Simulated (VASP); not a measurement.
# N (Pa-3) in VASP: a series of runs

N is run at these levels: r2SCAN, LDA, PBE; tasks: single point.

Program: VASP 6.6.1. These are calculated values, not measurements. Logs are shortened: lines on timing, memory, paths and dates and some standing lists are left out, and cuts for length are marked.

## 1. The cell of the first run

Symmetry: Pa-3, No. 205, cubic system. Conventional cell: a = 5.561 Å, b = 5.561 Å, c = 5.561 Å, α = 90.00°, β = 90.00°, γ = 90.00°. Within 1.5 Å of N (site symmetry 3) lie 1 N at 1.11 Å.

## 2. Single point, r2SCAN

POSCAR reads:

```
N
1.0
    5.5605176600      0.0000000000      0.0000000000
    0.0000000000      5.5605176600      0.0000000000
    0.0000000000      0.0000000000      5.5605176600
N
8
Direct
    0.0573973300      0.4426026700      0.5573973300
    0.4426026700      0.5573973300      0.0573973300
    0.5573973300      0.0573973300      0.4426026700
    0.9426026700      0.9426026700      0.9426026700
    0.9426026700      0.5573973300      0.4426026700
    0.5573973300      0.4426026700      0.9426026700
    0.4426026700      0.9426026700      0.5573973300
    0.0573973300      0.0573973300      0.0573973300
```

INCAR.step1 reads:

```
SYSTEM = N
ALGO = Normal
EDIFF = 1E-4
ENCUT = 520
GGA = PE
ISMEAR = 0
LASPH = .True.
LCHARG = .False.
LREAL = .False.
LWAVE = .True.
NBANDS = 30
NELM = 80
PREC = Accurate
SIGMA = 0.01
```

INCAR.step2 reads:

```
SYSTEM = N
ALGO = Normal
EDIFF = 1E-6
ENCUT = 520
ISIF = 2
ISMEAR = 0
ISTART = 1
LASPH = .True.
LCHARG = .False.
LMIXTAU = .True.
LREAL = .False.
LWAVE = .False.
METAGGA = R2SCAN
NBANDS = 30
NELM = 80
PREC = Accurate
SIGMA = 0.01
```

KPOINTS reads:

```
k-points
0
Gamma
  6 6 6
  0 0 0
```

Potentials or basis: VASP PAW PBE potentials, release 64 (N).

Run with:

```console
$ cat potpaw_PBE.64/N/POTCAR > POTCAR
$ cp INCAR.step1 INCAR
$ mpirun -np 1 vasp_std > vasp.out
$ cp INCAR.step2 INCAR
$ mpirun -np 1 vasp_std > vasp.out
```

OUTCAR:

```text
SYSTEM = N
   EDIFF = 1E-6
   ENCUT = 520
   ISIF = 2
   ISMEAR = 0
   ISTART = 1
   LASPH = .True.
   LREAL = .False.
   METAGGA = R2SCAN
   NELM = 80
   PREC = Accurate

 ion  position               nearest neighbor table
   1  0.057  0.443  0.557-   5 1.11
   2  0.443  0.557  0.057-   6 1.11
   3  0.557  0.057  0.443-   7 1.11
   4  0.943  0.943  0.943-   8 1.11
   5  0.943  0.557  0.443-   1 1.11
   6  0.557  0.443  0.943-   2 1.11
   7  0.443  0.943  0.557-   3 1.11
   8  0.057  0.057  0.057-   4 1.11

  LATTYP: Found a simple cubic cell.
 ALAT       =     5.5605176600

  Lattice vectors:

 A1 = (   5.5605176600,   0.0000000000,   0.0000000000)
 A2 = (   0.0000000000,   5.5605176600,   0.0000000000)
 A3 = (   0.0000000000,   0.0000000000,   5.5605176600)

Analysis of symmetry for initial positions (statically):
=====================================================================
 Subroutine PRICEL returns:
 Original cell was already a primitive cell.

 Routine SETGRP: Setting up the symmetry group for a
 simple cubic supercell.

 Subroutine GETGRP returns: Found 24 space group operations
 (whereof  6 operations were pure point group operations)
 out of a pool of 48 trial point group operations.

The static configuration has the point symmetry S_6 .
 The point group associated with its full space group is T_h .

Analysis of symmetry for dynamics (positions and initial velocities):
=====================================================================
 Subroutine PRICEL returns:
 Original cell was already a primitive cell.

 Routine SETGRP: Setting up the symmetry group for a
 simple cubic supercell.

 Subroutine GETGRP returns: Found 24 space group operations
 (whereof  6 operations were pure point group operations)
 out of a pool of 48 trial point group operations.

The dynamic configuration has the point symmetry S_6 .
 The point group associated with its full space group is T_h .

 Subroutine INISYM returns: Found 24 space group operations
 (whereof  6 operations are pure point group operations),
 and found     1 'primitive' translations

----------------------------------------------------------------------------------------
[... 104 lines left out ...]
   EDIFF  = 0.1E-05   stopping-criterion for ELM
   LREAL  =      F    real-space projection
   EDIFFG = 0.1E-04   stopping-criterion for IOM
   NSW    =      0    number of steps for IOM
   IBRION =     -1    ionic relax: 0-MD 1-quasi-New 2-CG
   NFREE  =      0    steps in history (QN), initial steepest desc. (CG)
   ISIF   =      2    stress and relaxation
   ISYM   =      2    0-nonsym 1-usesym 2-fastsym
   POTIM  = 0.5000    time-step for ionic-motion
   TEBEG  =    0.0;   TEEND  =   0.0 temperature during run
   PSTRESS=    0.0 pullay stress
   NELECT =      40.0000    total number of electrons
   NUPDOWN=      -1.0000    fix difference up-down
   EMIN   =  10.00;   EMAX   =-10.00  energy-range for DOS
   EFERMI =   0.00;   METHOD = LEGACY
   ISMEAR =     0;   SIGMA  =   0.01  broadening in eV -4-tet -1-fermi 0-gaus
   EFERMI_NEDOS =   21; number of points for ismear=-14 and -15
   IALGO  =     38    algorithm
   IMIX   =      4    mixing-type and parameters
     AMIX     =   0.40;   BMIX     =  1.00
     AMIX_MAG =   1.60;   BMIX_MAG =  1.00
  volume/ion in A,a.u.               =      21.49       145.03
  Fermi-wavevector in a.u.,A,eV,Ry     =   1.006884  1.902736 13.793806  1.013816
  Thomas-Fermi vector in A             =   2.139655
   LORBIT       =      0    0 simple, 1 ext, 2 COOP (PROOUT), +10 PAW based schemes
   METAGGA = R2SCAN    functional components
   LHFCALC =     F    Hartree Fock is set to
   AEXX    =    0.0000 exact exchange contribution
   IVDW    =     0    specifies the selected vdW correction
   LEPSILON=     F    determine dielectric tensor
   LRPA    =     F    only Hartree local field effects (RPA)
 non-spin polarized calculation
 Gauss-broadening in eV      SIGMA  =   0.01
  energy-cutoff  :      520.00
  volume of cell :      171.93
 maximum number of plane-waves:      4680
 NGX is ok and might be reduce to    42
   NGX = 21   NGY = 21   NGZ = 21

 number of electron      39.9999988 magnetization

 Free energy of the ion-electron system (eV)
  ---------------------------------------------------
  ext. energy  EPLUGINS =         0.00000000
  ---------------------------------------------------
  free energy    TOTEN  =       -72.97974179 eV

  energy without entropy =      -72.97974179  energy(sigma->0) =      -72.97974179

 E-fermi :  -6.7310     XC(G=0):  -6.8290

 val. band max:       -6.8670514884   @ k =   0.5000   0.0000   0.0000
 cond. band min:       1.0404777435   @ k =   0.0000   0.0000   0.0000
 fundamental gap:      7.9075292319
 Fermi energy:        -6.7309747213

 k-point     1 :       0.0000    0.0000    0.0000
  band No.  band energies     occupation
      1     -26.1209      2.00000
      2     -26.0535      2.00000
      3     -26.0535      2.00000
      4     -26.0535      2.00000
      5     -10.7697      2.00000
      6     -10.7697      2.00000
[... 781 lines left out ...]
     29       7.0985      0.00000
     30       7.0985      0.00000

------------------------ aborting loop because EDIFF is reached ----------------------------------------

  FORCE on cell =-STRESS in cart. coord.  units (eV):
  Direction    XX          YY          ZZ          XY          YZ          ZX
  --------------------------------------------------------------------------------------
  -------------------------------------------------------------------------------------
  Total        0.1216096      0.1216096      0.1216096     -0.0000000      0.0000000     -0.0000000
  in kB        1.1332683      1.1332683      1.1332683     -0.0000000      0.0000000     -0.0000000
  external PRESSURE =       1.1332683 kB  Pullay stress =       0.0000000 kB

 VOLUME and BASIS-vectors are now :
 -----------------------------------------------------------------------------
  energy-cutoff  :      520.00
  volume of cell :      171.93
      direct lattice vectors                 reciprocal lattice vectors
     5.560517660  0.000000000  0.000000000     0.179839371  0.000000000  0.000000000
     0.000000000  5.560517660  0.000000000     0.000000000  0.179839371  0.000000000
     0.000000000  0.000000000  5.560517660     0.000000000  0.000000000  0.179839371

 POSITION                                       TOTAL-FORCE (eV/Angst)
 -----------------------------------------------------------------------------------
      0.31916      2.46110      3.09942         0.087210     -0.087210      0.087210
      2.46110      3.09942      0.31916        -0.087210      0.087210      0.087210
      3.09942      0.31916      2.46110         0.087210      0.087210     -0.087210
      5.24136      5.24136      5.24136        -0.087210     -0.087210     -0.087210
      5.24136      3.09942      2.46110        -0.087210      0.087210     -0.087210
      3.09942      2.46110      5.24136         0.087210     -0.087210     -0.087210
      2.46110      5.24136      3.09942        -0.087210     -0.087210      0.087210
      0.31916      0.31916      0.31916         0.087210      0.087210      0.087210
 -----------------------------------------------------------------------------------
    total drift:                               -0.000000      0.000000      0.000000

  FREE ENERGIE OF THE ION-ELECTRON SYSTEM (eV)
  ---------------------------------------------------
  free  energy   TOTEN  =       -72.9797417917 eV

  energy  without entropy=      -72.9797417917  energy(sigma->0) =      -72.97974179
```

OUTCAR.step1:

```text
SYSTEM = N
   EDIFF = 1E-4
   ENCUT = 520
   GGA = PE
   ISMEAR = 0
[... 1036 lines left out ...]
      5.24136      3.09942      2.46110        -0.603906      0.603906     -0.603906
      3.09942      2.46110      5.24136         0.603906     -0.603906     -0.603906
      2.46110      5.24136      3.09942        -0.603906     -0.603906      0.603906
      0.31916      0.31916      0.31916         0.603906      0.603906      0.603906
 -----------------------------------------------------------------------------------
    total drift:                               -0.000000      0.000000      0.000000

  FREE ENERGIE OF THE ION-ELECTRON SYSTEM (eV)
  ---------------------------------------------------
  free  energy   TOTEN  =       -66.5955778149 eV

  energy  without entropy=      -66.5955778149  energy(sigma->0) =      -66.59557781
```

OSZICAR.step1:

```text
N       E                     dE             d eps       ncg     rms          rms(c)
DAV:   1     0.235549417106E+03    0.23555E+03   -0.18230E+04  1440   0.113E+03
DAV:   2    -0.477523588005E+02   -0.28330E+03   -0.27645E+03  1920   0.271E+02
DAV:   3    -0.696498731277E+02   -0.21898E+02   -0.21707E+02  1656   0.801E+01
DAV:   4    -0.699095184597E+02   -0.25965E+00   -0.25937E+00  1756   0.105E+01
DAV:   5    -0.699119494048E+02   -0.24309E-02   -0.24307E-02  1754   0.906E-01    0.159E+01
DAV:   6    -0.672232401248E+02    0.26887E+01   -0.35972E+00  1598   0.101E+01    0.912E+00
DAV:   7    -0.666100736688E+02    0.61317E+00   -0.23460E+00  1782   0.825E+00    0.253E+00
DAV:   8    -0.665963520689E+02    0.13722E-01   -0.18327E-01  1532   0.245E+00    0.374E-01
DAV:   9    -0.665953858510E+02    0.96622E-03   -0.78433E-03  1596   0.491E-01    0.165E-01
DAV:  10    -0.665955944722E+02   -0.20862E-03   -0.62150E-04  1740   0.175E-01    0.606E-02
DAV:  11    -0.665955778149E+02    0.16657E-04   -0.35304E-05  1008   0.443E-02
   1 F= -.66595578E+02 E0= -.66595578E+02  d E =-.530810E-60
```

Run time: 13 min. Hardware: 1 thread of AMD EPYC, shared host; peak memory 0.28 GiB.

What came out:

```yaml
Free_energy: -72.9797 eV
Pressure: 0.1 GPa
Largest_force: 0.151 eV/Å
Band_gap_on_the_k_mesh: 7.91 eV (least direct gap 7.94 eV)
```

Forces in eV/Å, atoms in the order of the input:
```
N    0.087 -0.087  0.087
N   -0.087  0.087  0.087
N    0.087  0.087 -0.087
N   -0.087 -0.087 -0.087
N   -0.087  0.087 -0.087
N    0.087 -0.087 -0.087
N   -0.087 -0.087  0.087
N    0.087  0.087  0.087
```

Levels at points of the mesh, in eV from the valence-band top:
```tsv
k point	band 18	band 19	band 20	band 21	band 22	band 23
(0.00, 0.00, 0.00)	-0.03	-0.03	-0.03	7.91	7.91	7.91
(0.50, 0.00, 0.00)	-0.29	0.00	0.00	8.19	8.19	8.59
(0.50, 0.50, 0.00)	-0.16	-0.16	-0.16	8.59	8.59	8.59
(0.50, 0.50, 0.50)	-0.24	-0.24	-0.24	8.59	8.59	8.59
```

Caveat: the standard files for N, O and F lose accuracy on very short bonds; the PAW data sets were made with another functional, which shifts forces and pressure a little.

## 3. Single point, r2SCAN

POSCAR is that of step 2.

INCAR.step1 reads:

```
  PREC = Accurate
  ENCUT = 520
  ISMEAR = -1
  SIGMA = 0.05
  LREAL = F
  LASPH = T
  NELM = 60
  NBANDS = 30
  GGA = PE
  ALGO = Normal
  EDIFF = 1E-4
  LWAVE = T
  LCHARG = F
```

INCAR.step2 reads:

```
  PREC = Accurate
  ENCUT = 520
  EDIFF = 1E-6
  ISMEAR = -1
  SIGMA = 0.05
  LREAL = F
  LASPH = T
  NELM = 60
  ALGO = Normal
  ISIF = 2
  LWAVE = F
  LCHARG = T
  METAGGA = R2SCAN
  LMIXTAU = T
  LELF = T
  LVHAR = T
  NBANDS = 30
  ISTART = 1
```

KPOINTS reads:

```
regular mesh
0
Gamma
  5 5 5
```

Potentials or basis: VASP PAW PBE potentials, release 64 (N).

Run with:

```console
$ cat potpaw_PBE.64/N/POTCAR > POTCAR
$ cp INCAR.step1 INCAR
$ mpirun -np 1 vasp_std > vasp.out
$ cp INCAR.step2 INCAR
$ mpirun -np 1 vasp_std > vasp.out
```

It took 98 s on 1 thread of Intel Xeon 6975P-C (Granite Rapids), shared host; peak memory 0.28 GiB.

Results (log left out):

```yaml
Free_energy: -72.9797 eV
Pressure: 0.1 GPa
Largest_force: 0.151 eV/Å
Band_gap_on_the_k_mesh: 7.91 eV (least direct gap 7.94 eV)
```

Forces in eV/Å, atoms in the order of the input:
```
N    0.087 -0.087  0.087
N   -0.087  0.087  0.087
N    0.087  0.087 -0.087
N   -0.087 -0.087 -0.087
N   -0.087  0.087 -0.087
N    0.087 -0.087 -0.087
N   -0.087 -0.087  0.087
N    0.087  0.087  0.087
```

Levels at points of the mesh, in eV from the valence-band top:
```tsv
k point	band 18	band 19	band 20	band 21	band 22	band 23
(0.00, 0.00, 0.00)	-0.03	-0.03	-0.03	7.91	7.91	7.91
```

Caveat: the standard files for N, O and F lose accuracy on very short bonds; the PAW data sets were made with another functional, which shifts forces and pressure a little; an odd mesh through Γ misses points on the zone boundary, where band edges can lie.

## 4. Single point, LDA

INCAR reads:

```
PREC = Accurate
ENCUT = 520
EDIFF = 1E-7
ISMEAR = -1
SIGMA = 0.05
LREAL = F
LASPH = T
NELM = 100
ALGO = Normal
ISIF = 2
LWAVE = F
LCHARG = F
NBANDS = 30
```

KPOINTS is that of step 3.

POSCAR is that of step 3.

Potentials or basis: VASP PAW LDA potentials, release 64 (N).

Run with:

```console
$ cat potpaw_LDA.64/N/POTCAR > POTCAR
$ mpirun -np 1 vasp_std > vasp.out
```

It took 98 s on 1 thread of Intel Xeon 8259CL, shared host; peak memory 0.21 GiB.

The run converged. Its results:

```yaml
Free_energy: -70.3939 eV
Pressure: -1.2 GPa
Largest_force: 0.376 eV/Å
Band_gap_on_the_k_mesh: 7.05 eV (least direct gap 7.08 eV)
```

Forces in eV/Å, atoms in the order of the input:
```
N   -0.217  0.217 -0.217
N    0.217 -0.217 -0.217
N   -0.217 -0.217  0.217
N    0.217  0.217  0.217
N    0.217 -0.217  0.217
N   -0.217  0.217  0.217
N    0.217  0.217 -0.217
N   -0.217 -0.217 -0.217
```

Levels at points of the mesh, in eV from the valence-band top:
| k point | band 16 | band 17 | band 18 | band 19 | band 20 | band 21 | band 22 | band 23 | band 24 | band 25 |
| --- | --- | --- | --- | --- | --- | --- | --- | --- | --- | --- |
| (0.00, 0.00, 0.00) | -1.47 | -1.06 | -0.03 | -0.03 | -0.03 | 7.05 | 7.05 | 7.05 | 8.00 | 8.00 |

Caveat: the standard files for N, O and F lose accuracy on very short bonds; an odd mesh through Γ misses points on the zone boundary, where band edges can lie.

[end of part 1 of 2]
